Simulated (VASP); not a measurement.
**ZnF2: relaxation of cell and atoms with PBEsol**

The system is ZnF2.

```xyz
6
Lattice="4.7029 0.0000 0.0000 0.0000 4.7029 0.0000 0.0000 0.0000 3.1329" Properties=species:S:1:pos:R:3 pbc="T T T"
Zn    2.3515    2.3515    1.5664
Zn    0.0000    0.0000    0.0000
F     3.2773    3.2773    0.0000
F     3.7771    0.9258    1.5664
F     1.4256    1.4256    0.0000
F     0.9258    3.7771    1.5664
```

```yaml
Program: VASP 6.6.1
Task: relaxation of cell and atoms
Functional: PBEsol
Potentials_or_basis: VASP PAW PBE potentials, release 64 (Zn, F)
Cutoff: 600 eV
k_mesh: 6 × 6 × 8
Occupations: gaussian, width 0.02 eV
Spin: no spin polarisation
Dipole_correction: no
Further_INCAR_settings: ALGO = Normal; EDIFF = 1e-07; IBRION = 2; EDIFFG = -0.005; NSW = 100; ISIF = 3
```

| Property | Result |
| --- | --- |
| Relaxed volume | 11.65 Å³/atom |
| Relaxed cell | a = 4.718 Å, b = 4.718 Å, c = 3.138 Å, α = 90.00°, β = 90.00°, γ = 90.00° |
| Space group after relaxing (to 0.1 Å) | P4_2/mnm (No. 136) |
| Energy gained by relaxing | 0.3 meV/atom |
| Ionic steps | 6 |
| Pressure after relaxing | 0.0 GPa |
| Band gap on the k mesh | 3.35 eV |

Forces on the atoms (eV/Å):
```
Zn   0.000  0.000  0.000
Zn   0.000  0.000  0.000
F   -0.002 -0.002  0.000
F    0.002 -0.002  0.000
F    0.002  0.002  0.000
F   -0.002  0.002  0.000
```

Step by step:
```
step  energy change (eV)  largest force (eV/Å)  pressure (GPa)  volume (Å³)
   1              0.0000                0.0201            0.90        69.29
   2             -0.0016                0.0268           -0.17        69.94
   3             -0.0016                0.0260           -0.04        69.86
   4             -0.0016                0.0259           -0.03        69.85
   5             -0.0018                0.0154            0.00        69.86
   6             -0.0019                0.0022            0.02        69.87
```

Final structure:
```
CELL_PARAMETERS angstrom
4.71845 0.00000 0.00000
0.00000 4.71845 0.00000
0.00000 0.00000 3.13841
ATOMIC_POSITIONS crystal
Zn 0.50000 0.50000 0.50000
Zn 0.00000 0.00000 0.00000
F 0.69630 0.69630 0.00000
F 0.80370 0.19630 0.50000
F 0.30370 0.30370 0.00000
F 0.19630 0.80370 0.50000
```

Levels at points of the mesh, in eV from the valence-band top:
| k point | band 23 | band 24 | band 25 | band 26 | band 27 | band 28 | band 29 | band 30 |
| --- | --- | --- | --- | --- | --- | --- | --- | --- |
| (0.00, 0.00, 0.00) | -1.14 | -0.32 | -0.32 | 0.00 | 3.35 | 9.20 | 9.46 | 9.46 |
| (0.50, 0.00, 0.00) | -0.63 | -0.63 | -0.40 | -0.40 | 5.97 | 5.97 | 10.39 | 10.39 |
| (0.50, 0.50, 0.00) | -1.22 | -1.22 | -0.34 | -0.34 | 6.90 | 6.90 | 9.03 | 9.03 |
| (0.00, 0.00, 0.50) | -1.30 | -1.30 | -1.22 | -1.22 | 8.13 | 8.13 | 11.74 | 11.74 |
| (0.50, 0.00, 0.50) | -1.30 | -1.30 | -0.05 | -0.05 | 8.65 | 8.65 | 10.17 | 10.17 |
| (0.50, 0.50, 0.50) | -1.22 | -1.22 | -0.80 | -0.80 | 7.95 | 7.95 | 11.32 | 11.32 |

Wall time 9.7 min on 1 thread of Oxide Virtual Turin-like Processor (shared host), peak memory 0.24 GiB.

Caveat: the PAW data sets were made with another functional, which shifts forces and pressure a little. A k mesh can miss the band edges.
